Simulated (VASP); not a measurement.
# EuO2H2 in VASP: single point with PBE+U

Aim: the single point of EuO2H2 with PBE+U.

All numbers are computed with VASP 6.6.1; they aren't measurements. Logs are shortened: lines on timing, memory, paths and dates and some standing lists are left out, and cuts for length are marked.

## (1) The cell of the first run

The cell holds a molecule in a box, 5 atoms: a = 9.080 Å, b = 10.620 Å, c = 14.510 Å, α = 90.00°, β = 90.00°, γ = 90.00°.

## (2) Single point, PBE+U, non-collinear spin, typed start, spin-orbit coupling

INCAR reads:

```
SYSTEM = EuH2O2
ALGO = Normal
EDIFF = 1E-7
ENCUT = 520
GGA = PE
GGA_COMPAT = .FALSE.
ISIF = 2
ISMEAR = 0
LASPH = .TRUE.
LCHARG = .FALSE.
LDAU = .TRUE.
LDAUJ = 0 0 0
LDAUL = 3 -1 -1
LDAUPRINT = 1
LDAUTYPE = 2
LDAUU = 5 0 0
LMAXMIX = 6
LORBIT = 11
LORBMOM = .TRUE.
LREAL = .FALSE.
LSORBIT = .TRUE.
LWAVE = .FALSE.
MAGMOM = 0 0 7 0 0 0 0 0 0 0 0 0 0 0 0
NBANDS = 46
NELM = 150
PREC = Accurate
SIGMA = 0.01
```

KPOINTS reads:

```
k-points
0
G
  1 1 1
  0 0 0
```

POSCAR reads:

```
EuH2O2
1.0
    9.0800000000      0.0000000000      0.0000000000
    0.0000000000     10.6200000000      0.0000000000
    0.0000000000      0.0000000000     14.5100000000
Eu O H
1 2 2
Direct
    0.5047896500      0.5766666700      0.4928566500
    0.4992070500      0.5087994400      0.6336733300
    0.4992070500      0.4817137500      0.3606946900
    0.4955947100      0.4614049000      0.6898380400
    0.4955947100      0.4237288100      0.3101309400
```

Potentials or basis: VASP PAW PBE potentials, release 64 (Eu, O, H).

Run with:

```
> cat potpaw_PBE.64/Eu/POTCAR potpaw_PBE.64/O/POTCAR potpaw_PBE.64/H/POTCAR > POTCAR
> mpirun -np 1 vasp_ncl > vasp.out
```

OUTCAR:

```text
SYSTEM = EuH2O2
   EDIFF = 1E-7
   ENCUT = 520
   GGA = PE
   ISIF = 2
   ISMEAR = 0
   LASPH = .TRUE.
   LORBIT = 11
   LREAL = .FALSE.
   LSORBIT = .TRUE.
   NELM = 150
   PREC = Accurate

 ion  position               nearest neighbor table
   1  0.505  0.577  0.493-   3 2.17   2 2.17
   2  0.499  0.509  0.634-   4 0.96   1 2.17
   3  0.499  0.482  0.361-   5 0.96   1 2.17
   4  0.496  0.461  0.690-   2 0.96
   5  0.496  0.424  0.310-   3 0.96

  LATTYP: Found a simple orthorhombic cell.
 ALAT       =     9.0800000000
 B/A-ratio  =     1.1696035242
 C/A-ratio  =     1.5980176211

  Lattice vectors:

 A1 = (   9.0800000000,   0.0000000000,   0.0000000000)
 A2 = (   0.0000000000,  10.6200000000,   0.0000000000)
 A3 = (   0.0000000000,   0.0000000000,  14.5100000000)

Analysis of symmetry for initial positions (statically):
=====================================================================
 Subroutine PRICEL returns:
 Original cell was already a primitive cell.

 Routine SETGRP: Setting up the symmetry group for a
 simple orthorhombic supercell.

 Subroutine GETGRP returns: Found  1 space group operations
 (whereof  1 operations were pure point group operations)
 out of a pool of  8 trial point group operations.

The static configuration has the point symmetry C_1 .

Analysis of symmetry for dynamics (positions and initial velocities):
=====================================================================
 Subroutine PRICEL returns:
 Original cell was already a primitive cell.

 Routine SETGRP: Setting up the symmetry group for a
 simple orthorhombic supercell.

 Subroutine GETGRP returns: Found  1 space group operations
 (whereof  1 operations were pure point group operations)
 out of a pool of  8 trial point group operations.

The dynamic configuration has the point symmetry C_1 .

Analysis of structural, dynamic, and magnetic symmetry:
=====================================================================
 Subroutine PRICEL returns:
 Original cell was already a primitive cell.

 Routine SETGRP: Setting up the symmetry group for a
 simple orthorhombic supercell.

 Subroutine GETGRP returns: Found  1 space group operations
 (whereof  1 operations were pure point group operations)
 out of a pool of  8 trial point group operations.

The overall configuration has the point symmetry C_1 .

 Subroutine INISYM returns: Found  1 space group operations
 (whereof  1 operations are pure point group operations),
 and found     1 'primitive' translations

----------------------------------------------------------------------------------------

                                     Primitive cell

  volume of cell :    1399.1935

  direct lattice vectors                    reciprocal lattice vectors
     9.080000000  0.000000000  0.000000000     0.110132159  0.000000000  0.000000000
     0.000000000 10.620000000  0.000000000     0.000000000  0.094161959  0.000000000
     0.000000000  0.000000000 14.510000000     0.000000000  0.000000000  0.068917988

  length of vectors
     9.080000000 10.620000000 14.510000000     0.110132159  0.094161959  0.068917988

  position of ions in fractional coordinates (direct lattice)
     0.504789650  0.576666670  0.492856650
     0.499207050  0.508799440  0.633673330
     0.499207050  0.481713750  0.360694690
     0.495594710  0.461404900  0.689838040
     0.495594710  0.423728810  0.310130940

  ion indices of the primitive-cell ions
[... 172 lines left out ...]

 val. band max:       -3.4883831298   @ k =   0.0000   0.0000   0.0000
 cond. band min:      -2.0091133455   @ k =   0.0000   0.0000   0.0000
 fundamental gap:      1.4792697843
 Fermi energy:        -3.4280894967

 k-point     1 :       0.0000    0.0000    0.0000
  band No.  band energies     occupation
      1     -43.3429      1.00000
      2     -40.2141      1.00000
      3     -24.4628      1.00000
      4     -24.0051      1.00000
      5     -22.2516      1.00000
      6     -21.9795      1.00000
[... 35 lines left out ...]
     42       0.6590      0.00000
     43       0.7382      0.00000
 [bands above 43 left out]

------------------------ aborting loop because EDIFF is reached ----------------------------------------

  FORCE on cell =-STRESS in cart. coord.  units (eV):
  Direction    XX          YY          ZZ          XY          YZ          ZX
  --------------------------------------------------------------------------------------
  -------------------------------------------------------------------------------------
  Total       -0.0405843      0.1971343     -0.1917279      0.0237464     -0.0241478     -0.0013519
  in kB       -0.0464719      0.2257329     -0.2195422      0.0271913     -0.0276510     -0.0015480
  external PRESSURE =      -0.0134271 kB  Pullay stress =       0.0000000 kB

 VOLUME and BASIS-vectors are now :
 -----------------------------------------------------------------------------
  energy-cutoff  :      520.00
  volume of cell :     1399.19
      direct lattice vectors                 reciprocal lattice vectors
     9.080000000  0.000000000  0.000000000     0.110132159  0.000000000  0.000000000
     0.000000000 10.620000000  0.000000000     0.000000000  0.094161959  0.000000000
     0.000000000  0.000000000 14.510000000     0.000000000  0.000000000  0.068917988

 POSITION                                       TOTAL-FORCE (eV/Angst)
 -----------------------------------------------------------------------------------
      4.58349      6.12420      7.15135         0.006212      0.061537      0.006850
      4.53280      5.40345      9.19460         0.012975      0.208029     -0.506915
      4.53280      5.11580      5.23368         0.012691      0.269960      0.461797
      4.50000      4.90012     10.00955        -0.015884     -0.247052      0.351500
      4.50000      4.50000      4.50000        -0.015994     -0.292474     -0.313231
 -----------------------------------------------------------------------------------
    total drift:                                0.000155      0.001024     -0.000663

  FREE ENERGIE OF THE ION-ELECTRON SYSTEM (eV)
  ---------------------------------------------------
  free  energy   TOTEN  =       -34.0304798313 eV

  energy  without entropy=      -34.0304798313  energy(sigma->0) =      -34.03047983

 orbital moment (x)

 # of ion     p       d       f       tot
 ------------------------------------------------
  1         0.000  -0.000  -0.000  -0.000
  2        -0.000   0.000   0.000  -0.000
  3         0.000   0.000   0.000   0.000
  4        -0.000   0.000   0.000  -0.000
  5         0.000   0.000   0.000   0.000
 ------------------------------------------------
            0.000  -0.000  -0.000  -0.000

 orbital moment (y)

 # of ion     p       d       f       tot
 ------------------------------------------------
  1         0.000   0.000   0.000   0.000
  2        -0.000   0.000   0.000  -0.000
  3         0.000   0.000   0.000   0.000
  4        -0.000   0.000   0.000  -0.000
  5         0.000   0.000   0.000   0.000
 ------------------------------------------------
            0.000   0.000   0.000   0.000

 orbital moment (z)

 # of ion     p       d       f       tot
 ------------------------------------------------
  1        -0.011  -0.000   0.003  -0.009
  2         0.000   0.000   0.000   0.000
  3         0.000   0.000   0.000   0.000
  4         0.000   0.000   0.000   0.000
  5         0.000   0.000   0.000   0.000
 ------------------------------------------------
           -0.011  -0.000   0.003  -0.008

 Spin-Orbit-Coupling matrix elements

 Ion:    1  E_soc:     -1.1051112
 l=   1
     0.0000000    -0.1518887    -0.1506312
    -0.1518887     0.0000000    -0.1515671
    -0.1506312    -0.1515671     0.0000000
 l=   2
     0.0000000    -0.0000666     0.0000000    -0.0000768    -0.0000753
    -0.0000666     0.0000000    -0.0004159    -0.0001156    -0.0000536
     0.0000000    -0.0004159     0.0000000    -0.0003177     0.0000000
    -0.0000768    -0.0001156    -0.0003177     0.0000000    -0.0000850
    -0.0000753    -0.0000536     0.0000000    -0.0000850     0.0000000
 l=   3
     0.0000000    -0.0050503     0.0000000     0.0000000     0.0000000    -0.0050633    -0.0022084
    -0.0050503     0.0000000    -0.0083093     0.0000000    -0.0083583    -0.0011287    -0.0050636
     0.0000000    -0.0083093     0.0000000    -0.0199283    -0.0003491    -0.0083157     0.0000000
     0.0000000     0.0000000    -0.0199283     0.0000000    -0.0200801     0.0000000     0.0000000
[... 69 lines left out ...]
 l=   2
     0.0000000     0.0000000     0.0000000     0.0000000     0.0000000
     0.0000000     0.0000000     0.0000000     0.0000000     0.0000000
     0.0000000     0.0000000     0.0000000     0.0000000     0.0000000
     0.0000000     0.0000000     0.0000000     0.0000000     0.0000000
     0.0000000     0.0000000     0.0000000     0.0000000     0.0000000
 l=   3
     0.0000000     0.0000000     0.0000000     0.0000000     0.0000000     0.0000000     0.0000000
     0.0000000     0.0000000     0.0000000     0.0000000     0.0000000     0.0000000     0.0000000
     0.0000000     0.0000000     0.0000000     0.0000000     0.0000000     0.0000000     0.0000000
     0.0000000     0.0000000     0.0000000     0.0000000     0.0000000     0.0000000     0.0000000
     0.0000000     0.0000000     0.0000000     0.0000000     0.0000000     0.0000000     0.0000000
     0.0000000     0.0000000     0.0000000     0.0000000     0.0000000     0.0000000     0.0000000
     0.0000000     0.0000000     0.0000000     0.0000000     0.0000000     0.0000000     0.0000000

 total charge

# of ion       s       p       d       f       tot
--------------------------------------------------
    1        2.017   5.810   0.330   6.877  15.034
    2        1.558   3.540   0.000   0.000   5.098
    3        1.558   3.540   0.000   0.000   5.098
    4        0.640   0.131   0.000   0.000   0.771
    5        0.640   0.131   0.000   0.000   0.772
--------------------------------------------------
tot          6.413  13.153   0.330   6.877  26.773

 magnetization (x)

# of ion       s       p       d       f       tot
--------------------------------------------------
    1        0.000   0.000  -0.000  -0.002  -0.002
    2        0.000  -0.000   0.000   0.000   0.000
    3       -0.000   0.000   0.000   0.000   0.000
    4        0.000  -0.000   0.000   0.000   0.000
    5       -0.000   0.000   0.000   0.000  -0.000
--------------------------------------------------
tot          0.000   0.000  -0.000  -0.002  -0.002

 magnetization (y)

# of ion       s       p       d       f       tot
--------------------------------------------------
    1       -0.000  -0.000   0.000   0.001   0.001
    2        0.000  -0.000   0.000   0.000  -0.000
    3       -0.000   0.000   0.000   0.000   0.000
    4        0.000  -0.000   0.000   0.000   0.000
    5       -0.000   0.000   0.000   0.000  -0.000
--------------------------------------------------
tot         -0.000  -0.000   0.000   0.001   0.001

 magnetization (z)

# of ion       s       p       d       f       tot
--------------------------------------------------
    1       -0.016  -0.111   0.051   6.786   6.709
    2       -0.003  -0.026   0.000   0.000  -0.029
    3       -0.003  -0.026   0.000   0.000  -0.029
    4       -0.001  -0.000   0.000   0.000  -0.001
    5       -0.001  -0.000   0.000   0.000  -0.001
--------------------------------------------------
tot         -0.025  -0.163   0.051   6.786   6.648
```

Run time: 21 min. Hardware: 1 thread of Intel Xeon 6975P-C (Granite Rapids), shared host; peak memory 3.5 GiB.

Results:

```yaml
Free_energy: -34.0305 eV
Largest_force: 0.548 eV/Å
Net_moment: 6.96 μB per cell
Valence_electrons_inside_the_program's_atomic_spheres: Eu 15.03; O 5.10; H 0.77
```

Forces in eV/Å, atoms in the order of the input:
```
Eu   0.006  0.062  0.007
O    0.013  0.208 -0.507
O    0.013  0.270  0.462
H   -0.016 -0.247  0.351
H   -0.016 -0.292 -0.313
```

Moments on the atoms (μB; x, y, z):
```
Eu   0.00  0.00  6.71
O    0.00  0.00 -0.03
O    0.00  0.00 -0.03
H    0.00  0.00  0.00
H    0.00  0.00  0.00
```

The state reached can hang on the start; a lower one may exist.
